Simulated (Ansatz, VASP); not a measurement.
Two plane-wave programs on WC

```xyz
2
Lattice="2.9005 0.0000 0.0000 -1.4503 2.5119 0.0000 0.0000 0.0000 2.8290" Properties=species:S:1:pos:R:3 pbc="T T T"
W    -0.1061   -0.1061   -0.3000
C     1.4503    0.8373    1.4145
```

Alike in both runs: task single point; functional PBEsol; k mesh 18 × 18 × 16; occupations methfessel-paxton of order 1, width 0.2 eV; no spin polarisation.

|  | VASP | Ansatz |
| --- | --- | --- |
| version | VASP 6.6.1 | Ansatz 0.2.0 |
| potentials or method | VASP PAW PBE potentials, release 64 (W_sv, C), cutoff 520 eV | scalar-relativistic, plane waves, PAW |
| valence electrons in the cell | 18 | 18 |

VASP gave:

```
gap on the k mesh at the Fermi level (eV)                     : none
pressure (GPa)                                                : 24.7
traceless stress, the component that is largest in VASP (GPa) : 12.25
rms of the force components (eV/Å)                            : 3.395
```

Question: What did Ansatz give for the same quantities?

Answer: gap on the k mesh at the Fermi level (eV): none; pressure (GPa): 23.2; traceless stress, the component that is largest in VASP (GPa): 12.13; rms of the force components (eV/Å): 3.358.

VASP's potentials were made for PBE, not for PBEsol. Atom by atom the forces differ by 0.037 eV/Å (rms over components). A gap of «none» marks a metal or a gap that the smearing closes.

Neither program's run includes spin-orbit coupling.
